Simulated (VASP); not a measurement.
Wanted: the native input for a VASP 6.6.1 run.

| Item | Value |
| --- | --- |
| Task | electric field gradients |
| Functional | LDA |
| Potentials or basis | VASP PAW LDA potentials, release 64 (W_sv, S) |
| Cutoff | 520 eV |
| k mesh | 10 × 10 × 10 |
| Occupations | fermi-dirac, width 0.03 eV |
| Spin | no spin polarisation |
| Dipole correction | no |
| Further INCAR settings | ALGO = Normal; EDIFF = 1e-08; NBANDS = 20 |

The structure of WS2 lies in POSCAR:

```
WS2
1.0
    1.3047144382      0.7532772321      5.3172316554
   -1.3047144382      0.7532772321      5.3172316554
    0.0000000000     -1.5065544642      5.3172316554
W S
1 2
Direct
    0.9993321300      0.9993321300      0.9993321300
    0.5858876800      0.5858876800      0.5858876800
    0.7460801900      0.7460801900      0.7460801900
```

This cell differs from its parent crystal: volume scaled by 0.55.

One way to write it, as run:

INCAR

```
  PREC = Accurate
  ENCUT = 520
  EDIFF = 1E-8
  ISMEAR = -1
  SIGMA = 0.03
  LREAL = F
  LASPH = T
  NELM = 80
  ALGO = Normal
  ISIF = 2
  LWAVE = F
  LCHARG = F
  GGA = CA
  LEFG = T
  NBANDS = 20
```

KPOINTS

```
regular mesh
0
Gamma
  10 10 10
```

Potentials or basis: VASP PAW LDA potentials, release 64 (W_sv, S).

The run is started by

```sh
$ cat potpaw_LDA.64/W_sv/POTCAR potpaw_LDA.64/S/POTCAR > POTCAR
$ mpirun -np 1 vasp_std > vasp.out
```

It gave:

- Pressure: 302.7 GPa
- Largest force: 22.860 eV/Å
- Band gap on the k mesh: 0.23 eV, indirect (least direct gap 2.17 eV)

Caveat: without QUAD_EFG the Cq values of the log hold for a quadrupole moment of 1 mb, not for the nuclei; spin-orbit coupling is left out, which moves the levels of the heavy elements; forces of over 1 eV/Å act on the atoms, so gaps and moduli don't describe the material at rest.

Wall time 3.3 min on 1 thread of Intel(R) Xeon(R) Platinum 8488C (Sapphire Rapids), with other jobs on the host, peak memory 0.26 GiB.
